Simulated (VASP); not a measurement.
Here is a VASP 6.6.1 calculation.

INCAR

```
  PREC = Accurate
  ENCUT = 520
  EDIFF = 1E-6
  ISMEAR = 0
  SIGMA = 0.05
  LREAL = False
  LASPH = True
  NELM = 100
  ALGO = Normal
  ISIF = 2
  LWAVE = False
  LCHARG = True
  GGA = PS
  LELF = True
  LVHAR = True
  NBANDS = 15
```

File KPOINTS:

```
regular mesh
0
Gamma
  8 8 8
```

File POSCAR:

```
BaS
1.0
    0.0000000000      3.4684755003      3.4684755003
    3.4684755003      0.0000000000      3.4684755003
    3.4684755003      3.4684755003      0.0000000000
Ba S
1 1
Direct
    0.0000000000      0.0000000000      0.0000000000
    0.2500000000      0.2500000000      0.2500000000
```

Potentials or basis: VASP PAW PBE potentials, release 64 (Ba_sv, S).

Launch:

```bash
$ cat potpaw_PBE.64/Ba_sv/POTCAR potpaw_PBE.64/S/POTCAR > POTCAR
$ mpirun -np 1 vasp_std > vasp.out
```

Problem. What does it give for the pressure?

Solution. 0.5 GPa.

Problem. What does it give for the band gap on the k mesh?

Solution. 2.69 eV (least direct gap 3.32 eV).

Caveat: the PAW data sets were made with another functional, which shifts forces and pressure a little; spin-orbit coupling is left out, which moves the levels of the heavy elements. A k mesh can miss the band edges.
